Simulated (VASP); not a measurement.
# Tl (P6_3/mmc) in VASP: further runs

Runs on Tl. Level: PBEsol. Tasks: relaxation of shape and atoms at fixed volume, single point.

All numbers are computed with VASP 6.6.1; they aren't measurements. Logs are shortened: lines on timing, memory, paths and dates and some standing lists are left out, and cuts for length are marked.

### 1 The cell of the first run

Symmetry: P6_3/mmc, No. 194, hexagonal system. Conventional cell: a = 3.040 Å, b = 3.040 Å, c = 4.857 Å, α = 90.00°, β = 90.00°, γ = 120.00°. Tl (site symmetry -6m2) has 12 Tl at 3.00 to 3.04 Å within 3.9 Å.

### 2 Relaxation of shape and atoms at fixed volume, PBEsol

INCAR

```
SYSTEM = Tl
PREC = Accurate
ENCUT = 600
EDIFF = 1E-7
ISMEAR = -1
SIGMA = 0.08
LREAL = .False.
LASPH = .True.
NELM = 100
ALGO = Normal
ISIF = 4
LWAVE = .False.
LCHARG = .False.
GGA = PS
IBRION = 2
NSW = 50
EDIFFG = -0.005
```

KPOINTS

```
Automatic mesh
0
Gamma
  14 14 8
  0 0 0
```

POSCAR

```
Tl
1.0
    3.0401789752      0.0000000000      0.0000000000
   -1.5200894876      2.6328722246      0.0000000000
    0.0000000000      0.0000000000      4.8571578388
Tl
2
Direct
    0.3333333333      0.6666666667      0.2500000000
    0.6666666667      0.3333333333      0.7500000000
```

Potentials or basis: VASP PAW PBE potentials, release 64 (Tl_d).

The run is started by

```console
> cat potpaw_PBE.64/Tl_d/POTCAR > POTCAR
> mpirun -np 1 vasp_std > vasp.out
```

OUTCAR:

```text
SYSTEM = Tl
   PREC = Accurate
   ENCUT = 600
   EDIFF = 1E-7
   ISMEAR = -1
   LREAL = .False.
   LASPH = .True.
   NELM = 100
   ISIF = 4
   GGA = PS
   IBRION = 2
   NSW = 50
   EDIFFG = -0.005

 ion  position               nearest neighbor table
   1  0.333  0.667  0.250-   2 3.00   2 3.00   2 3.00   2 3.00   2 3.00   2 3.00
   2  0.667  0.333  0.750-   1 3.00   1 3.00   1 3.00   1 3.00   1 3.00   1 3.00

  LATTYP: Found a hexagonal cell.
 ALAT       =     3.0401789752
 C/A-ratio  =     1.5976552296

  Lattice vectors:

 A1 = (   3.0401789752,   0.0000000000,   0.0000000000)
 A2 = (  -1.5200894876,   2.6328722246,   0.0000000000)
 A3 = (   0.0000000000,   0.0000000000,   4.8571578388)

Analysis of symmetry for initial positions (statically):
=====================================================================
 Subroutine PRICEL returns:
 Original cell was already a primitive cell.

 Routine SETGRP: Setting up the symmetry group for a
 hexagonal supercell.

 Subroutine GETGRP returns: Found 24 space group operations
 (whereof 12 operations were pure point group operations)
 out of a pool of 24 trial point group operations.

The static configuration has the point symmetry D_3d.
 The point group associated with its full space group is D_6h.

Analysis of symmetry for dynamics (positions and initial velocities):
=====================================================================
 Subroutine PRICEL returns:
 Original cell was already a primitive cell.

 Routine SETGRP: Setting up the symmetry group for a
 hexagonal supercell.

 Subroutine GETGRP returns: Found 24 space group operations
 (whereof 12 operations were pure point group operations)
 out of a pool of 24 trial point group operations.

The dynamic configuration has the point symmetry D_3d.
 The point group associated with its full space group is D_6h.

 Subroutine INISYM returns: Found 24 space group operations
 (whereof 12 operations are pure point group operations),
 and found     1 'primitive' translations

----------------------------------------------------------------------------------------

                                     Primitive cell

  volume of cell :      38.8786

  direct lattice vectors                    reciprocal lattice vectors
     3.040178975  0.000000000  0.000000000     0.328928003  0.189906671  0.000000000
    -1.520089488  2.632872225  0.000000000     0.000000000  0.379813342  0.000000000
     0.000000000  0.000000000  4.857157839     0.000000000  0.000000000  0.205881718

  length of vectors
     3.040178975  3.040178975  4.857157839     0.379813343  0.379813342  0.205881718

  position of ions in fractional coordinates (direct lattice)
     0.333333333  0.666666667  0.250000000
     0.666666667  0.333333333  0.750000000

  ion indices of the primitive-cell ions
   primitive index   ion index
                 1           1
                 2           2

----------------------------------------------------------------------------------------

 KPOINTS: Automatic mesh

Automatic generation of k-mesh.
 Grid dimensions read from file:
 generate k-points for:   14   14    8

 Generating k-lattice:

  Cartesian coordinates                     Fractional coordinates (reciprocal lattice)
     0.023494857  0.013564762  0.000000000     0.071428571  0.000000000  0.000000000
     0.000000000  0.027129524  0.000000000     0.000000000  0.071428571  0.000000000
     0.000000000  0.000000000  0.025735215     0.000000000  0.000000000  0.125000000

  Length of vectors
     0.027129524  0.027129524  0.025735215

  Shift w.r.t. Gamma in fractional coordinates (k-lattice)
     0.000000000  0.000000000  0.000000000

 Subroutine IBZKPT returns following result:
 ===========================================

 Found    120 irreducible k-points:

 Following reciprocal coordinates:
            Coordinates               Weight
  0.000000  0.000000  0.000000      1.000000
  0.071429  0.000000  0.000000      6.000000
  0.142857  0.000000  0.000000      6.000000
  0.214286  0.000000  0.000000      6.000000
  0.285714  0.000000  0.000000      6.000000
  0.357143  0.000000  0.000000      6.000000
[... 16 lines left out ...]
  0.285714  0.285714  0.000000      6.000000
  0.357143  0.285714  0.000000      6.000000
 [... further k-points ...]
   k-points           NKPTS =    120   k-points in BZ     NKDIM =    120   number of bands    NBANDS=     17
   number of dos      NEDOS =    301   number of ions     NIONS =      2
   total plane-waves  NPLWV =  23040
   dimension x,y,z NGX =    24 NGY =   24 NGZ =   40
   dimension x,y,z NGXF=    48 NGYF=   48 NGZF=   80
   ions per type =               2
   NGX,Y,Z   is equivalent  to a cutoff of  13.12, 13.12, 13.69 a.u.
   NGXF,Y,Z  is equivalent  to a cutoff of  26.25, 26.25, 27.38 a.u.
 SYSTEM =  Tl
   PREC   = accura    normal or accurate (medium, high low for compatibility)
   ISTART =      0    job   : 0-new  1-cont  2-samecut
   ICHARG =      2    charge: 1-file 2-atom 10-const
   ISPIN  =      1    spin polarized calculation?
   LNONCOLLINEAR =      F non collinear calculations
   LSORBIT =      F    spin-orbit coupling
   LASPH  =      T    aspherical Exc in radial PAW
   ENCUT  =  600.0 eV  44.10 Ry    6.64 a.u.   6.07  6.07  9.70*2*pi/ulx,y,z
   NELM   =    100;   NELMIN=  2; NELMDL= -5     # of ELM steps
   EDIFF  = 0.1E-06   stopping-criterion for ELM
   LREAL  =      F    real-space projection
   EDIFFG = -.5E-02   stopping-criterion for IOM
   NSW    =     50    number of steps for IOM
   IBRION =      2    ionic relax: 0-MD 1-quasi-New 2-CG
   NFREE  =      1    steps in history (QN), initial steepest desc. (CG)
   ISIF   =      4    stress and relaxation
   ISYM   =      2    0-nonsym 1-usesym 2-fastsym
   POTIM  = 0.5000    time-step for ionic-motion
   TEBEG  =    0.0;   TEEND  =   0.0 temperature during run
   PSTRESS=    0.0 pullay stress
   NELECT =      26.0000    total number of electrons
   NUPDOWN=      -1.0000    fix difference up-down
   EMIN   =  10.00;   EMAX   =-10.00  energy-range for DOS
   EFERMI =   0.00;   METHOD = LEGACY
   ISMEAR =    -1;   SIGMA  =   0.08  broadening in eV -4-tet -1-fermi 0-gaus
   EFERMI_NEDOS =   21; number of points for ismear=-14 and -15
   IALGO  =     38    algorithm
   IMIX   =      4    mixing-type and parameters
     AMIX     =   0.40;   BMIX     =  1.00
     AMIX_MAG =   1.60;   BMIX_MAG =  1.00
  volume/ion in A,a.u.               =      19.44       131.18
  Fermi-wavevector in a.u.,A,eV,Ry     =   1.431624  2.705377 27.885774  2.049547
  Thomas-Fermi vector in A             =   2.551340
   LORBIT       =      0    0 simple, 1 ext, 2 COOP (PROOUT), +10 PAW based schemes
   GGA     = PS    functional components
   LHFCALC =     F    Hartree Fock is set to
   AEXX    =    0.0000 exact exchange contribution
   IVDW    =     0    specifies the selected vdW correction
   LEPSILON=     F    determine dielectric tensor
   LRPA    =     F    only Hartree local field effects (RPA)
 conjugate gradient relaxation of ions
 non-spin polarized calculation
  energy-cutoff  :      600.00
  volume of cell :       38.88
 maximum number of plane-waves:      1317
   NGX = 13   NGY = 13   NGZ = 19

--------------------------------------- Ionic step        1  -------------------------------------------

 number of electron      26.0000000 magnetization

 Free energy of the ion-electron system (eV)
  ---------------------------------------------------
  ext. energy  EPLUGINS =         0.00000000
  ---------------------------------------------------
  free energy    TOTEN  =        -3.73506075 eV

  energy without entropy =       -3.72090812  energy(sigma->0) =       -3.72798444

------------------------ aborting loop because EDIFF is reached ----------------------------------------

  FORCE on cell =-STRESS in cart. coord.  units (eV):
  Direction    XX          YY          ZZ          XY          YZ          ZX
  --------------------------------------------------------------------------------------
  -------------------------------------------------------------------------------------
  Total        9.5399093      9.5399093     10.2632419     -0.0000000      0.0000000      0.0000000
  in kB      393.1367823    393.1367823    422.9450972     -0.0000000      0.0000000      0.0000000
  external PRESSURE =     403.0728873 kB  Pullay stress =       0.0000000 kB
[... 129 lines left out ...]
  energy  without entropy=       -3.7293779185  energy(sigma->0) =       -3.73600983

--------------------------------------- Ionic step        5  -------------------------------------------

 number of electron      26.0000007 magnetization

 Free energy of the ion-electron system (eV)
  ---------------------------------------------------
  ext. energy  EPLUGINS =         0.00000000
  ---------------------------------------------------
  free energy    TOTEN  =        -3.74264320 eV

  energy without entropy =       -3.72942432  energy(sigma->0) =       -3.73603376

 E-fermi :  11.6655     XC(G=0): -12.4409

 val. band max:       11.6265482237   @ k =   0.3571   0.0714   0.0000
 cond. band min:      11.6668799932   @ k =   0.4286   0.1429   0.1250
 fundamental gap:      0.0403317695
 Fermi energy:        11.6654658400

 k-point     1 :       0.0000    0.0000    0.0000
  band No.  band energies     occupation
      1      -1.9698      2.00000
      2      -1.9437      2.00000
      3      -1.0942      2.00000
      4      -0.9851      2.00000
      5      -0.9851      2.00000
      6      -0.8480      2.00000
[... 9 lines left out ...]
     16      22.7839      0.00000
     17      23.4198      0.00000
[... 443 lines left out ...]
      1      -1.6608      2.00000
      2      -1.2695      2.00000
      3      -1.1665      2.00000
      4      -0.9499      2.00000
      5      -0.8477      2.00000
      6      -0.7811      2.00000
[... 9 lines left out ...]
     16      14.7965      0.00000
     17      15.7147      0.00000

 [... further k-points ...]
[... 5 lines left out ...]
  --------------------------------------------------------------------------------------
  -------------------------------------------------------------------------------------
  Total        9.7652378      9.7652378      9.7591695     -0.0000000     -0.0000000      0.0000000
  in kB      402.4225018    402.4225018    402.1724286     -0.0000000     -0.0000000      0.0000000
  external PRESSURE =     402.3391441 kB  Pullay stress =       0.0000000 kB
[... 17 lines left out ...]
  FREE ENERGIE OF THE ION-ELECTRON SYSTEM (eV)
  ---------------------------------------------------
  free  energy   TOTEN  =        -3.7426432015 eV

  energy  without entropy=       -3.7294243236  energy(sigma->0) =       -3.73603376

 reached required accuracy - stopping structural energy minimisation
```

Run time: 6.8 min. Hardware: 1 thread of Oxide Virtual Turin-like, shared host; peak memory 0.18 GiB.

What came out:

- Free energy: -3.7426 eV
- Energy gained by relaxing: 3.8 meV/atom
- Ionic steps: 5
- Pressure after relaxing: 40.2 GPa
- Band gap on the k mesh: zero (bands 13 and 14 overlap by 8.26 eV)

Step by step:
```csv
step,energy change (eV),largest force (eV/Å),pressure (GPa),volume (Å³)
1,0.0000,0.0000,40.31,38.88
2,-0.0060,0.0000,40.26,38.88
3,-0.0076,0.0000,40.23,38.88
4,-0.0076,0.0000,40.23,38.88
5,-0.0076,0.0000,40.23,38.88
```

Final structure:
```
Tl
1.0
     3.00775    0.00000    0.00000
    -1.50388    2.60479    0.00000
     0.00000    0.00000    4.96246
Tl
2
Direct
  0.33333 0.66667 0.25000
  0.66667 0.33333 0.75000
```

Caveat: the PAW data sets were made with another functional, which shifts forces and pressure a little; spin-orbit coupling is left out, which moves the levels of the heavy elements.

### 3 Single point, PBEsol

This run uses another cell than the first one, of 21.73 Å³/atom.

INCAR

```
  ALGO = Normal
  EDIFF = 1E-7
  ENCUT = 520
  GGA = PS
  ISIF = 2
  ISMEAR = -4
  LASPH = True
  LCHARG = False
  LREAL = False
  LWAVE = False
  NBANDS = 20
  NELM = 60
  PREC = Accurate
  SIGMA = 0.1
```

KPOINTS

```
k-points
0
Gamma
  21 21 12
```

POSCAR

```
Tl
1.0
    3.1390534934      0.0000000000      0.0000000000
   -1.5695267467      2.7185000692      0.0000000000
    0.0000000000      0.0000000000      5.0919926171
Tl
2
Direct
    0.3333333333      0.6666666667      0.2500000000
    0.6666666667      0.3333333333      0.7500000000
```

Potentials or basis: VASP PAW PBE potentials, release 64 (Tl_d).

The run is started by

```console
> cat potpaw_PBE.64/Tl_d/POTCAR > POTCAR
> mpirun -np 1 vasp_std > vasp.out
```

Run time: 5.8 min. Hardware: 1 thread of Oxide Virtual Turin-like, shared host; peak memory 0.32 GiB.

The run converged. Its results:

```
Free energy            : -4.5315 eV
Pressure               : 21.3 GPa
Band gap on the k mesh : zero (bands 13 and 14 overlap by 7.68 eV)
```

Stress tensor (GPa, compression positive):
```
21.22  0.00  0.00
 0.00 21.22  0.00
 0.00  0.00 21.37
```

Levels at points of the mesh, in eV from the Fermi level:
```csv
k point,band 10,band 11,band 12,band 13,band 14,band 15,band 16,band 17
"(0.00, 0.00, 0.00)",-11.29,-11.29,-5.19,-4.37,10.04,10.04,10.62,12.00
"(0.00, 0.00, 0.50)",-11.49,-10.46,-10.46,3.99,3.99,10.80,10.80,11.14
```

Caveat: the cell stands under pressure; the PAW data sets were made with another functional, which shifts forces and pressure a little; spin-orbit coupling is left out, which moves the levels of the heavy elements; tetrahedron occupations give inexact forces and stress in metals.

### 4 Relaxation of shape and atoms at fixed volume, PBEsol

This run uses another cell than the first one, of 21.73 Å³/atom.

INCAR

```
SYSTEM = Tl
PREC     = Accurate       ! precision mode
ENCUT    = 600            ! plane-wave cutoff, eV
EDIFF    = 1E-7           ! SCF threshold, eV
ISMEAR   = -1             ! smearing method
SIGMA    = 0.08           ! smearing width, eV
LREAL    = .FALSE.        ! projectors in reciprocal space
LASPH    = .TRUE.         ! aspherical terms in the spheres
NELM     = 60             ! most SCF steps
ALGO     = Normal         ! electronic algorithm
ISIF     = 4              ! what is computed and relaxed
LWAVE    = .FALSE.        ! write WAVECAR
LCHARG   = .FALSE.        ! write CHGCAR
GGA      = PS             ! functional
IBRION   = 2              ! ionic algorithm
NSW      = 50             ! ionic steps
EDIFFG   = -0.005         ! ionic threshold
```

KPOINTS

```
Automatic mesh
0
G
  14 14 8
  0 0 0
```

POSCAR

```
Tl
1.0
    3.1550097894      0.0000000000      0.0000000000
   -1.5775048947      2.7323186268      0.0000000000
    0.0000000000      0.0000000000      5.0406178896
Tl
2
Direct
    0.3333333333      0.6666666667      0.2500000000
    0.6666666667      0.3333333333      0.7500000000
```

The run is started by

```console
> cat potpaw_PBE.64/Tl_d/POTCAR > POTCAR
> mpirun -np 1 vasp_std > vasp.out
```

Wall time 4.8 min (1 thread of Oxide Virtual Turin-like, shared host); peak memory 0.2 GiB.

The run converged. Its results:

```yaml
Free_energy: -4.5923 eV
Energy_gained_by_relaxing: 2.5 meV/atom
Ionic_steps: 4
Pressure_after_relaxing: 21.1 GPa
Band_gap_on_the_k_mesh: zero (bands 13 and 14 overlap by 7.58 eV)
```

The path:
```
step  energy change (eV)  largest force (eV/Å)  pressure (GPa)  volume (Å³)
   1              0.0000                0.0000           21.14        43.45
   2             -0.0034                0.0000           21.10        43.45
   3             -0.0050                0.0000           21.05        43.45
   4             -0.0050                0.0000           21.06        43.45
```

Final structure:
```cif
data_structure
_symmetry_space_group_name_H-M 'P 1'
_symmetry_Int_Tables_number 1
_cell_length_a 3.1255
_cell_length_b 3.1255
_cell_length_c 5.1361
_cell_angle_alpha 90.000
_cell_angle_beta 90.000
_cell_angle_gamma 120.000
_cell_volume 43.45
loop_
_atom_site_label
_atom_site_type_symbol
_atom_site_fract_x
_atom_site_fract_y
_atom_site_fract_z
_atom_site_occupancy
Tl1 Tl 0.33333 0.66667 0.25000 1
Tl2 Tl 0.66667 0.33333 0.75000 1
```

Levels at points of the mesh, in eV from the Fermi level:
```tsv
k point	band 10	band 11	band 12	band 13	band 14	band 15	band 16	band 17
(0.00, 0.00, 0.00)	-11.30	-11.30	-5.36	-4.44	10.24	10.24	10.70	11.68
(0.50, 0.00, 0.00)	-11.15	-6.02	-5.42	-0.38	0.09	1.20	4.35	4.48
(0.00, 0.00, 0.50)	-11.49	-10.48	-10.48	3.74	3.74	10.88	10.88	11.31
(0.50, 0.00, 0.50)	-11.18	-4.63	-4.63	-3.38	-3.38	6.69	6.69	7.18
```

Caveat: the PAW data sets were made with another functional, which shifts forces and pressure a little; spin-orbit coupling is left out, which moves the levels of the heavy elements.

### 5 Relaxation of shape and atoms at fixed volume, PBEsol

This run uses another cell than the first one, of 24.01 Å³/atom.

INCAR

```
PREC = Accurate
ENCUT = 600
EDIFF = 1E-7
ISMEAR = -1
SIGMA = 0.08
LREAL = False
LASPH = True
NELM = 80
ALGO = Normal
ISIF = 4
LWAVE = False
LCHARG = False
GGA = PS
IBRION = 2
NSW = 50
EDIFFG = -0.005
```

KPOINTS

```
Automatic mesh
0
Gamma
  14 14 8
```

POSCAR

```
Tl
1.0
    3.2620399515      0.0000000000      0.0000000000
   -1.6310199758      2.8250094662      0.0000000000
    0.0000000000      0.0000000000      5.2116151878
Tl
2
Direct
    0.3333333333      0.6666666667      0.2500000000
    0.6666666667      0.3333333333      0.7500000000
```

The run is started by

```console
> cat potpaw_PBE.64/Tl_d/POTCAR > POTCAR
> mpirun -np 1 vasp_std > vasp.out
```

It took 6 min on 1 thread of Oxide Virtual Turin-like, shared host; peak memory 0.22 GiB.

The run converged. Its results:

```
Free energy               : -5.0244 eV
Energy gained by relaxing : 1.3 meV/atom
Ionic steps               : 3
Pressure after relaxing   : 10.1 GPa
Band gap on the k mesh    : zero (bands 13 and 14 overlap by 6.85 eV)
```

The path:
```
step  energy change (eV)  largest force (eV/Å)  pressure (GPa)  volume (Å³)
   1              0.0000                0.0000           10.21        48.03
   2             -0.0014                0.0000           10.18        48.03
   3             -0.0026                0.0000           10.13        48.03
```

Final structure:
```yaml
crystal:
  lattice:
    - [3.23564, 0.00000, 0.00000]
    - [-1.61782, 2.80214, 0.00000]
    - [0.00000, 0.00000, 5.29702]
  atoms:
    - { symbol: Tl, position: [0.33333, 0.66667, 0.25000] }
    - { symbol: Tl, position: [0.66667, 0.33333, 0.75000] }
```

Levels at points of the mesh, in eV from the Fermi level:
```
           k point  band 10  band 11  band 12  band 13  band 14  band 15  band 16  band 17
(0.00, 0.00, 0.00)   -11.17   -11.17    -5.34    -3.83     9.46     9.46    10.65    11.80
(0.50, 0.00, 0.00)   -11.06    -5.90    -5.07    -0.59     0.20     1.25     4.11     4.32
(0.00, 0.00, 0.50)   -11.33    -9.76    -9.76     3.50     3.50    10.51    10.51    10.51
(0.50, 0.00, 0.50)   -11.08    -4.62    -4.62    -2.98    -2.98     6.30     6.30     6.77
```

Caveat: the PAW data sets were made with another functional, which shifts forces and pressure a little; spin-orbit coupling is left out, which moves the levels of the heavy elements.

### 6 The runs side by side

```tsv
task	cell	k mesh	cutoff (eV)	smearing	gap on the mesh (eV)	pressure (GPa)
relaxation of shape and atoms at fixed volume	relaxed from a = 3.040, b = 3.040, c = 4.857 Å, angles 90.0, 90.0, 120.0°, 2 atoms	14 × 14 × 8	600	fermi-dirac 0.08 eV	none	40.2
single point	a = 3.139, b = 3.139, c = 5.092 Å, angles 90.0, 90.0, 120.0°, 2 atoms	21 × 21 × 12	520	tetrahedron	none	21.3
relaxation of shape and atoms at fixed volume	relaxed from a = 3.155, b = 3.155, c = 5.041 Å, angles 90.0, 90.0, 120.0°, 2 atoms	14 × 14 × 8	600	fermi-dirac 0.08 eV	none	21.1
relaxation of shape and atoms at fixed volume	relaxed from a = 3.262, b = 3.262, c = 5.212 Å, angles 90.0, 90.0, 120.0°, 2 atoms	14 × 14 × 8	600	fermi-dirac 0.08 eV	none	10.1
```

Alike in all rows: level PBEsol; potentials or basis VASP PAW PBE potentials, release 64 (Tl_d); no spin polarisation.

Caveats: the PAW data sets were made with another functional, which shifts forces and pressure a little; spin-orbit coupling is left out, which moves the levels of the heavy elements; the cell stands under pressure (at least some runs); tetrahedron occupations give inexact forces and stress in metals (at least some runs).

Absolute energies hang on the potentials; compare differences alone.

The gap in the log of VASP goes by the Fermi energy; the results here count the filled bands.